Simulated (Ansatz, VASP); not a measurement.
**Two plane-wave programs on InAs**

```
In As
1.0
     0.00000    2.80109    2.80109
     2.80109    0.00000    2.80109
     2.80109    2.80109    0.00000
In As
1 1
Direct
  0.47764 0.52236 0.52236
  0.03427 0.96573 0.96573
```

Change from the starting cell: mode 4 frozen in at -0.192 Å and mode 5 at +0.000 Å (largest displacements).

Alike in both runs: task single point; functional LDA; k mesh 14 × 14 × 14; occupations gaussian, width 0.15 eV; no spin polarisation.

```csv
,VASP,Ansatz
version,VASP 6.6.1,Ansatz 0.2.0
potentials or method,"VASP PAW LDA potentials, release 64 (In_d, As), cutoff 500 eV","scalar-relativistic, plane waves, PAW"
valence electrons in the cell,18,28
```

```tsv
	VASP	Ansatz	Ansatz less VASP
gap on the k mesh at the Fermi level (eV)	none	none	-
pressure (GPa)	3.3	3.0	-0.33
traceless stress, the component that is largest in VASP (GPa)	8.77	8.70	-0.066
rms of the force components (eV/Å)	0.815	0.802	-0.0126
```

Ansatz warns that its potentials were made for another functional, while VASP's fit it. LDA's correlation is that of Perdew and Zunger in VASP and of Perdew and Wang (1992) in Ansatz. Atom by atom the forces differ by 0.013 eV/Å (rms over components). A gap of «none» marks a metal or a gap that the smearing closes. VASP's potentials hold 18 valence electrons a cell and Ansatz's 28, so a difference there can come from the potentials and not from the codes.
